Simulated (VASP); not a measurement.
# MgS (Niningerite) (Fm-3m) in VASP: further runs

The runs below take MgS (Niningerite) through single point, with PBEsol+D3(BJ), PBEsol+D4, PBEsol.

All numbers are computed with VASP 6.6.1; they aren't measurements. Logs are shortened: lines on timing, memory, paths and dates and some standing lists are left out, and cuts for length are marked.

### Step 1. The cell of the first run

The structure is cubic, space group Fm-3m (No. 225). Conventional cell: a = 5.127 Å, b = 5.127 Å, c = 5.127 Å, α = 90.00°, β = 90.00°, γ = 90.00°. Within 3.4 Å of S (site symmetry m-3m) lie 6 Mg at 2.56 Å. Mg (site symmetry m-3m) has 6 S at 2.56 Å within 3.4 Å.

### Step 2. Single point, PBEsol+D3(BJ)

Input file INCAR:

```
SYSTEM = MgS
PREC = Accurate
ENCUT = 520
EDIFF = 1E-6
ISMEAR = -1
SIGMA = 0.05
LREAL = .False.
LASPH = .True.
NELM = 80
ALGO = Normal
ISIF = 2
LWAVE = .False.
LCHARG = .False.
GGA = PS
IVDW = 12
NBANDS = 11
```

Input file KPOINTS:

```
regular mesh
0
Gamma
  9 9 9
  0 0 0
```

Input file POSCAR:

```
MgS
1.0
    0.0000000000      2.5634582818      2.5634582818
    2.5634582818      0.0000000000      2.5634582818
    2.5634582818      2.5634582818      0.0000000000
S Mg
1 1
Direct
    0.5000000000      0.5000000000      0.5000000000
    0.0000000000      0.0000000000      0.0000000000
```

Potentials or basis: VASP PAW PBE potentials, release 64 (S, Mg).

Started as:

```console
cat potpaw_PBE.64/S/POTCAR potpaw_PBE.64/Mg/POTCAR > POTCAR
mpirun -np 1 vasp_std > vasp.out
```

OUTCAR:

```text
SYSTEM = MgS
   PREC = Accurate
   ENCUT = 520
   EDIFF = 1E-6
   ISMEAR = -1
   LREAL = .False.
   LASPH = .True.
   NELM = 80
   ISIF = 2
   GGA = PS
   IVDW = 12
 IVDW          = 12

 ion  position               nearest neighbor table
   1  0.500  0.500  0.500-   2 2.56   2 2.56   2 2.56   2 2.56   2 2.56   2 2.56
   2  0.000  0.000  0.000-   1 2.56   1 2.56   1 2.56   1 2.56   1 2.56   1 2.56

  LATTYP: Found a face centered cubic cell.
 ALAT       =     5.1269165636

  Lattice vectors:

 A1 = (   0.0000000000,   2.5634582818,   2.5634582818)
 A2 = (   2.5634582818,   0.0000000000,   2.5634582818)
 A3 = (   2.5634582818,   2.5634582818,   0.0000000000)

Analysis of symmetry for initial positions (statically):
[... 33 lines left out ...]
                                     Primitive cell

  volume of cell :      33.6906

  direct lattice vectors                    reciprocal lattice vectors
     0.000000000  2.563458282  2.563458282    -0.195049010  0.195049010  0.195049010
     2.563458282  0.000000000  2.563458282     0.195049010 -0.195049010  0.195049010
     2.563458282  2.563458282  0.000000000     0.195049010  0.195049010 -0.195049010

  length of vectors
     3.625277469  3.625277469  3.625277469     0.337834795  0.337834795  0.337834795

  position of ions in fractional coordinates (direct lattice)
[... 8 lines left out ...]
----------------------------------------------------------------------------------------

 KPOINTS: regular mesh

Automatic generation of k-mesh.
 Grid dimensions read from file:
 generate k-points for:    9    9    9

 Generating k-lattice:

  Cartesian coordinates                     Fractional coordinates (reciprocal lattice)
    -0.021672112  0.021672112  0.021672112     0.111111111  0.000000000  0.000000000
     0.021672112 -0.021672112  0.021672112     0.000000000  0.111111111  0.000000000
     0.021672112  0.021672112 -0.021672112     0.000000000  0.000000000  0.111111111

  Length of vectors
     0.037537199  0.037537199  0.037537199

  Shift w.r.t. Gamma in fractional coordinates (k-lattice)
     0.000000000  0.000000000  0.000000000

 Subroutine IBZKPT returns following result:
 ===========================================

 Found     35 irreducible k-points:

 Following reciprocal coordinates:
            Coordinates               Weight
  0.000000  0.000000  0.000000      1.000000
  0.111111  0.000000  0.000000      8.000000
  0.222222  0.000000  0.000000      8.000000
  0.333333  0.000000  0.000000      8.000000
[... 36 lines left out ...]
   LASPH  =      T    aspherical Exc in radial PAW
   ENCUT  =  520.0 eV  38.22 Ry    6.18 a.u.   6.74  6.74  6.74*2*pi/ulx,y,z
   NELM   =     80;   NELMIN=  2; NELMDL= -5     # of ELM steps
   EDIFF  = 0.1E-05   stopping-criterion for ELM
   LREAL  =      F    real-space projection
   EDIFFG = 0.1E-04   stopping-criterion for IOM
   NSW    =      0    number of steps for IOM
   IBRION =     -1    ionic relax: 0-MD 1-quasi-New 2-CG
[... 8 lines left out ...]
   EMIN   =  10.00;   EMAX   =-10.00  energy-range for DOS
   EFERMI =   0.00;   METHOD = LEGACY
   ISMEAR =    -1;   SIGMA  =   0.05  broadening in eV -4-tet -1-fermi 0-gaus
   EFERMI_NEDOS =   21; number of points for ismear=-14 and -15
   IALGO  =     38    algorithm
   IMIX   =      4    mixing-type and parameters
     AMIX     =   0.40;   BMIX     =  1.00
     AMIX_MAG =   1.60;   BMIX_MAG =  1.00
  volume/ion in A,a.u.               =      16.85       113.68
  Fermi-wavevector in a.u.,A,eV,Ry     =   1.013760  1.915729 13.982840  1.027710
  Thomas-Fermi vector in A             =   2.146948
   LORBIT       =      0    0 simple, 1 ext, 2 COOP (PROOUT), +10 PAW based schemes
   GGA     = PS    functional components
   LHFCALC =     F    Hartree Fock is set to
   AEXX    =    0.0000 exact exchange contribution
   IVDW    =    12    specifies the selected vdW correction
   LEPSILON=     F    determine dielectric tensor
   LRPA    =     F    only Hartree local field effects (RPA)
 non-spin polarized calculation
  energy-cutoff  :      520.00
  volume of cell :       33.69
 maximum number of plane-waves:       918
   NGX = 13   NGY = 13   NGZ = 13

 number of electron       7.9999998 magnetization

 Free energy of the ion-electron system (eV)
  ---------------------------------------------------
  ext. energy  EPLUGINS =         0.00000000
  ---------------------------------------------------
  free energy    TOTEN  =        -9.06736689 eV

  energy without entropy =       -9.06736689  energy(sigma->0) =       -9.06736689

 E-fermi :   5.1107     XC(G=0): -10.0215

 val. band max:        4.0817438636   @ k =   0.0000   0.0000   0.0000
 cond. band min:       7.0086372086   @ k =   0.4444   0.4444   0.0000
 fundamental gap:      2.9268933450
 Fermi energy:         5.1107077861

 k-point     1 :       0.0000    0.0000    0.0000
  band No.  band energies     occupation
      1      -8.8644      2.00000
      2       4.0817      2.00000
      3       4.0817      2.00000
      4       4.0817      2.00000
      5       8.0310      0.00000
      6      11.9039      0.00000
      7      11.9039      0.00000
      8      11.9039      0.00000
      9      14.4397      0.00000
     10      14.4397      0.00000
     11      16.4798      0.00000
[... 309 lines left out ...]
 k-point    24 :       0.4444    0.4444    0.0000
  band No.  band energies     occupation
      1      -7.0815      2.00000
      2      -0.3101      2.00000
      3       2.3115      2.00000
      4       2.3115      2.00000
      5       7.0086      0.00000
      6       8.2490      0.00000
      7      16.0330      0.00000
      8      16.9050      0.00000
      9      17.3841      0.00000
     10      17.3841      0.00000
     11      20.6003      0.00000

 [... further k-points ...]

------------------------ aborting loop because EDIFF is reached ----------------------------------------

 Edisp (eV)   -0.62929

 E8    (eV) :    -0.3914

  FORCE on cell =-STRESS in cart. coord.  units (eV):
  Direction    XX          YY          ZZ          XY          YZ          ZX
  --------------------------------------------------------------------------------------
  -------------------------------------------------------------------------------------
  Total      -0.12839    -0.12839    -0.12839     0.00000     0.00000    -0.00000
  in kB      -6.10548    -6.10548    -6.10548     0.00000     0.00000    -0.00000
  external pressure =       -6.11 kB  Pullay stress =        0.00 kB

 VOLUME and BASIS-vectors are now :
 -----------------------------------------------------------------------------
  energy-cutoff  :      520.00
  volume of cell :       33.69
      direct lattice vectors                 reciprocal lattice vectors
     0.000000000  2.563458282  2.563458282    -0.195049010  0.195049010  0.195049010
     2.563458282  0.000000000  2.563458282     0.195049010 -0.195049010  0.195049010
     2.563458282  2.563458282  0.000000000     0.195049010  0.195049010 -0.195049010

 POSITION                                       TOTAL-FORCE (eV/Angst)
 -----------------------------------------------------------------------------------
      2.56346      2.56346      2.56346         0.000000     -0.000000      0.000000
      0.00000      0.00000      0.00000        -0.000000      0.000000     -0.000000
 -----------------------------------------------------------------------------------
    total drift:                                0.000000      0.000000      0.000000

  FREE ENERGIE OF THE ION-ELECTRON SYSTEM (eV)
  ---------------------------------------------------
  free  energy   TOTEN  =        -9.6966574457 eV

  energy  without entropy=       -9.6966574457  energy(sigma->0) =       -9.69665745
```

OSZICAR:

```text
N       E                     dE             d eps       ncg     rms          rms(c)
DAV:   1     0.217474794594E+02    0.21747E+02   -0.35622E+03   786   0.591E+02
DAV:   2    -0.799300215150E+01   -0.29740E+02   -0.28405E+02  1006   0.101E+02
DAV:   3    -0.941685557773E+01   -0.14239E+01   -0.14212E+01   963   0.234E+01
DAV:   4    -0.942448475388E+01   -0.76292E-02   -0.76288E-02   926   0.206E+00
DAV:   5    -0.942454552096E+01   -0.60767E-04   -0.60767E-04   956   0.180E-01    0.431E+00
DAV:   6    -0.911050844985E+01    0.31404E+00   -0.64279E-01   857   0.317E+00    0.327E+00
DAV:   7    -0.906986148443E+01    0.40647E-01   -0.18230E-01   923   0.183E+00    0.199E+00
DAV:   8    -0.906754719811E+01    0.23143E-02   -0.94800E-03   833   0.558E-01    0.733E-01
DAV:   9    -0.906737295044E+01    0.17425E-03   -0.41166E-04   872   0.117E-01    0.309E-01
DAV:  10    -0.906736666909E+01    0.62814E-05   -0.12025E-04   902   0.492E-02    0.566E-03
DAV:  11    -0.906736689324E+01   -0.22414E-06   -0.16608E-06   847   0.783E-03
   1 F= -.96966574E+01 E0= -.96966574E+01  d E =-.275632E-10
```

Run time: 9.2 s. Hardware: 1 thread of Intel Xeon Platinum 8375C at 2.90GHz (Ice Lake), shared host; peak memory 0.17 GiB.

Results:

| Quantity | Value |
| --- | --- |
| Free energy | -9.6967 eV |
| Pressure | -0.6 GPa |
| Band gap on the k mesh | 2.93 eV, indirect (least direct gap 3.95 eV) |
| Dispersion energy per atom | -0.315 eV |

Caveat: three body term missing; the PAW data sets were made with another functional, which shifts forces and pressure a little. A k mesh can miss the band edges.

(Part 1 of 2 ends here.)
